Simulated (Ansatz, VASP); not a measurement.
# CsH in VASP and in Ansatz

Contents of INCAR:

```
SYSTEM = CsH
PREC = Accurate ; ENCUT = 520
EDIFF = 1E-6 ; ISMEAR = 0
SIGMA = 0.05 ; LREAL = .False.
LASPH = .True. ; NELM = 60
ALGO = Normal ; ISIF = 2
LWAVE = .False. ; LCHARG = .True.
LELF = .True. ; LVHAR = .True.
NBANDS = 12
```

KPOINTS

```
regular mesh
0
Gamma
  8 8 8
  0 0 0
```

The input POSCAR:

```
CsH
1.0
    0.0000000000      3.3155200000      3.0604800000
    3.3155200000      0.0000000000      3.0604800000
    3.3155200000      3.3155200000      0.0000000000
Cs H
1 1
Direct
    0.0000000000      0.0000000000      0.0000000000
    0.5000000000      0.5000000000      0.5000000000
```

Input for Ansatz:

```yaml
crystal:
  lattice:
    - [0.0, 3.31552, 3.06048]
    - [3.31552, 0.0, 3.06048]
    - [3.31552, 3.31552, 0.0]
  atoms:
    - { symbol: Cs, position: [0.0, 0.0, 0.0] }
    - { symbol: H, position: [0.5, 0.5, 0.5] }
basis:
  ecutwfc: 420
kpoints:
  mp_grid: { grid: [8, 8, 8] }
hamiltonian:
  xc: lda
scf:
  occupations: { method: gaussian, width: 0.05 }
output:
  forces: true
  stress: true
  eigenvalues: true
```

Change from the starting cell: strain +0.040 along x and y, -0.040 along z, atoms carried along.

Alike in both runs: task single point; functional LDA; k mesh 8 × 8 × 8; occupations gaussian, width 0.05 eV; no spin polarisation.

|  | VASP | Ansatz |
| --- | --- | --- |
| version | VASP 6.6.1 | Ansatz 0.2.0 |
| potentials or method | VASP PAW LDA potentials, release 64 (Cs_sv, H), cutoff 520 eV | scalar-relativistic, plane waves, PAW |
| valence electrons in the cell | 10 | 10 |

```csv
,VASP,Ansatz,Ansatz less VASP
gap on the k mesh at the Fermi level (eV),1.95,1.97,+0.017
least direct gap on the mesh (eV),1.95,1.97,+0.017
pressure (GPa),-1.3,-1.4,-0.01
"traceless stress, the component that is largest in VASP (GPa)",0.96,0.93,-0.027
```

LDA's correlation is that of Perdew and Zunger in VASP and of Perdew and Wang (1992) in Ansatz.

Spin-orbit coupling is off throughout.
